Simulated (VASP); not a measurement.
A run of VASP 6.6.1:

POSCAR

```
PbSe
1.0
    0.0000000000      3.0606500000      3.0606500000
    3.0606500000      0.0000000000      3.0606500000
    3.0606500000      3.0606500000      0.0000000000
Pb Se
1 1
Direct
    0.0000000000      0.0000000000      0.0000000000
    0.5000000000      0.5000000000      0.5000000000
```

The input INCAR.step1:

```
SYSTEM = PbSe
  PREC = Accurate
  ENCUT = 520
  EDIFF = 1E-5
  ISMEAR = -1
  SIGMA = 0.05
  LREAL = .False.
  LASPH = .True.
  NELM = 100
  ALGO = Normal
  ISIF = 2
  LWAVE = .True.
  LCHARG = .False.
  NBANDS = 17
  GGA = PE
```

File INCAR.step2:

```
SYSTEM = PbSe
  PREC = Accurate
  ENCUT = 520
  EDIFF = 1E-7
  ISMEAR = -1
  SIGMA = 0.05
  LREAL = .False.
  LASPH = .True.
  NELM = 100
  ALGO = Normal
  ISIF = 2
  LWAVE = .False.
  LCHARG = .False.
  METAGGA = R2SCAN
  LHFCALC = .True.
  AEXX = 0.1
  LMIXTAU = .True.
  PRECFOCK = Normal
  NBANDS = 17
  ISTART = 1
```

The input KPOINTS:

```
Automatic mesh
0
Gamma
  4 4 4
  0 0 0
```

Potentials or basis: VASP PAW PBE potentials, release 64 (Pb_d, Se).

The run is started by

```sh
$ cat potpaw_PBE.64/Pb_d/POTCAR potpaw_PBE.64/Se/POTCAR > POTCAR
$ cp INCAR.step1 INCAR
$ mpirun -np 1 vasp_std > vasp.out
$ cp INCAR.step2 INCAR
$ mpirun -np 1 vasp_std > vasp.out
```

Hardware: 1 thread of AMD EPYC 7R13 Processor (Zen 3) (shared host).

**Question.** Estimate the wall time of this run.

**Answer.** Run time: 14 min on 1 thread of AMD EPYC 7R13 Processor (Zen 3), with other jobs on the host, peak memory 0.18 GiB. Counts: k points 8.
